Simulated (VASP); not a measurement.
C, 2 atoms in the cell. The cell holds a slab with vacuum, 2 atoms: a = 2.466 Å, b = 2.466 Å, c = 20.034 Å, α = 90.00°, β = 90.00°, γ = 120.00°. 

| Item | Value |
| --- | --- |
| Program | VASP 6.6.1 |
| Task | single point |
| Functional | PBE |
| Dispersion | D3(BJ) |
| Potentials or basis | VASP PAW PBE potentials, release 64 (C) |
| Cutoff | 520 eV |
| k mesh | 15 × 15 × 1 |
| Occupations | gaussian, width 0.05 eV |
| Spin | no spin polarisation |
| Dipole correction | yes |
| Further INCAR settings | ALGO = Normal; EDIFF = 1e-07; NBANDS = 11 |

Potentials or basis: VASP PAW PBE potentials, release 64 (C).

Launch:

```sh
$ cat potpaw_PBE.64/C/POTCAR > POTCAR
$ mpirun -np 1 vasp_std > vasp.out
```

Hardware: 1 thread of Intel(R) Xeon(R) 6975P-C (Granite Rapids), on a shared host.

**Question.** Estimate the wall time of this run.

**Answer.** It took 29 s on 1 thread of Intel(R) Xeon(R) 6975P-C (Granite Rapids) (shared host), peak memory 0.2 GiB. Counts: scf iterations 21, k points 27.
